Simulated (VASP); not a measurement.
CdS, 2 atoms in the cell. Symmetry: F-43m, No. 216, cubic system. The conventional cell has a = 5.947 Å, b = 5.947 Å, c = 5.947 Å, α = 90.00°, β = 90.00°, γ = 90.00°. Cd (site symmetry -43m) has 4 S at 2.58 Å within 3.4 Å. S (site symmetry -43m) has 4 Cd at 2.58 Å within 3.4 Å. 

- Program: VASP 6.6.1
- Task: single point
- Functional: PBE
- Dispersion: D3(BJ)
- Potentials or basis: VASP PAW PBE potentials, release 64 (Cd, S)
- Cutoff: 520 eV
- k mesh: 8 × 8 × 8
- Occupations: fermi-dirac, width 0.1 eV
- Spin: non-collinear spin, zero start, spin-orbit coupling
- Starting moments: [[0.0, 0.0, 0.0], [0.0, 0.0, 0.0]] μB
- Dipole correction: no
- Further INCAR settings: ALGO = Normal; EDIFF = 1e-07; NBANDS = 30

Potentials or basis: VASP PAW PBE potentials, release 64 (Cd, S).

Run with:

```sh
$ cat potpaw_PBE.64/Cd/POTCAR potpaw_PBE.64/S/POTCAR > POTCAR
$ mpirun -np 1 vasp_ncl > vasp.out
```

Hardware: 1 thread of Intel Xeon 8259CL, with other jobs on the host.

Problem. How long does it take, and how much memory?

Solution. Wall time 3.7 min on 1 thread of Intel Xeon 8259CL, on a shared host, peak memory 0.37 GiB. Counts: scf iterations 15, k points 43.
